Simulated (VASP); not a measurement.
Input of a VASP 6.6.1 run:

The input INCAR:

```
  PREC = Accurate
  ENCUT = 520
  EDIFF = 1E-6
  ISMEAR = 0
  SIGMA = 0.15
  LREAL = False
  LASPH = True
  NELM = 100
  ALGO = Fast
  ISIF = 2
  LWAVE = False
  LCHARG = False
  NBANDS = 16
```

File KPOINTS:

```
regular mesh
0
Gamma
  14 14 14
```

Contents of POSCAR:

```
Al2Cu
1.0
   -2.0481706565      2.0481706565      2.6366493870
    2.0481706565     -2.0481706565      2.6366493870
    2.1014948607      2.1014948607     -2.6366493870
Al Cu
2 1
Direct
    0.7500000000      0.2500000000      0.5000000000
    0.2500000000      0.7500000000      0.5000000000
    0.5000000000      0.5000000000      0.0000000000
```

Potentials or basis: VASP PAW LDA potentials, release 64 (Al, Cu).

Command:

```sh
$ cat potpaw_LDA.64/Al/POTCAR potpaw_LDA.64/Cu/POTCAR > POTCAR
$ mpirun -np 1 vasp_std > vasp.out
```

(1) Predict the pressure.

(2) Estimate the band gap on the k mesh.

## Answers

(1) 1.9 GPa.

(2) zero (an odd number of electrons rules out a gap without spin polarisation).

Caveat: the cell differs from its parent crystal (strain +e along x and -e along y -0.0133, strain +e along z and -e/2 along x and y -0.0700); the stress differs along the axes, from -3 to 11 GPa.
